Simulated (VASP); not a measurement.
Write the native input for VASP 6.6.1 that does the following.

```yaml
Task: single point
Functional: PBE
Potentials_or_basis: VASP PAW PBE potentials, release 64 (Bi_d, Te)
Cutoff: 520 eV
k_mesh: 6 × 6 × 8
Occupations: gaussian, width 0.05 eV
Spin: no spin polarisation
Dipole_correction: no
Further_INCAR_settings: ALGO = Normal; EDIFF = 1e-06; NBANDS = 29
```

The structure of BiTe lies in POSCAR:

```
BiTe
1.0
    5.7094883544      0.0000000000      0.0000000000
    0.0000000000      5.7094883544      0.0000000000
    0.0000000000      0.0000000000      4.3049879628
Bi Te
2 2
Direct
    0.5000000000      0.0000000000      0.3081106436
    0.0000000000      0.5000000000      0.6918893564
    0.0000000000      0.0000000000      0.0000000000
    0.5000000000      0.5000000000      0.0000000000
```

These files were run (other wordings do the same):

INCAR

```
SYSTEM = BiTe
PREC     = Accurate       ! precision mode
ENCUT    = 520            ! plane-wave cutoff, eV
EDIFF    = 1E-6           ! SCF threshold, eV
ISMEAR   = 0              ! smearing method
SIGMA    = 0.05           ! smearing width, eV
LREAL    = .FALSE.        ! projectors in reciprocal space
LASPH    = .TRUE.         ! aspherical terms in the spheres
NELM     = 80             ! most SCF steps
ALGO     = Normal         ! electronic algorithm
ISIF     = 2              ! what is computed and relaxed
LWAVE    = .FALSE.        ! write WAVECAR
LCHARG   = .FALSE.        ! write CHGCAR
GGA      = PE             ! functional
NBANDS   = 29             ! bands
```

KPOINTS

```
Automatic mesh
0
G
  6 6 8
  0 0 0
```

Potentials or basis: VASP PAW PBE potentials, release 64 (Bi_d, Te).

Launch:

```bash
$ cat potpaw_PBE.64/Bi_d/POTCAR potpaw_PBE.64/Te/POTCAR > POTCAR
$ mpirun -np 1 vasp_std > vasp.out
```

It gave:

| Item | Value |
| --- | --- |
| Pressure | -0.7 GPa |
| Band gap on the k mesh | zero (bands 21 and 22 overlap by 2.38 eV) |

Caveat: spin-orbit coupling is left out, which moves the levels of the heavy elements.

Run time: 120 s on 1 thread of Intel(R) Xeon(R) 6975P-C (Granite Rapids) (shared host), peak memory 0.33 GiB.
